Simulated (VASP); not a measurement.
Set up this calculation in VASP 6.6.1, as the native input.

- Task: single point
- Functional: PBE
- Potentials or basis: VASP PAW PBE potentials, release 64 (Na_pv, F)
- Cutoff: 520 eV
- k mesh: 6 × 6 × 6
- Occupations: gaussian, width 0.01 eV
- Spin: no spin polarisation
- Dipole correction: no
- Further INCAR settings: ALGO = Normal; EDIFF = 1e-07; NBANDS = 14

The structure of NaF lies in POSCAR:

```
NaF
1.0
    0.0541389590      2.3053636773      2.3053636773
    2.3053636773      0.0541389590      2.3053636773
    2.3053636773      2.3053636773      0.0541389590
Na F
1 1
Direct
    0.0000000000      0.0000000000      0.0000000000
    0.5000000000      0.5000000000      0.5000000000
```

This cell differs from its parent crystal: epitaxial 111 strain -2.0%.

These files were run (other wordings do the same):

INCAR

```
SYSTEM = NaF
  ALGO = Normal
  EDIFF = 1E-7
  ENCUT = 520
  GGA = PE
  ISIF = 2
  ISMEAR = 0
  LASPH = .TRUE.
  LCHARG = .FALSE.
  LREAL = .FALSE.
  LWAVE = .FALSE.
  NBANDS = 14
  NELM = 80
  PREC = Accurate
  SIGMA = 0.01
```

KPOINTS

```
k-points
0
G
  6 6 6
  0 0 0
```

Potentials or basis: VASP PAW PBE potentials, release 64 (Na_pv, F).

Command:

```sh
$ cat potpaw_PBE.64/Na_pv/POTCAR potpaw_PBE.64/F/POTCAR > POTCAR
$ mpirun -np 1 vasp_std > vasp.out
```

Results of the run:

| Quantity | Value |
| --- | --- |
| Pressure | 5.1 GPa |
| Band gap on the k mesh | 6.54 eV, direct |

Caveat: the cell differs from its parent crystal (epitaxial 111 strain -2.0%).

It took 13 s on 1 thread of Intel(R) Xeon(R) Platinum 8259CL CPU @ 2.50GHz (Skylake/Cascade Lake), on a shared host, peak memory 0.13 GiB.
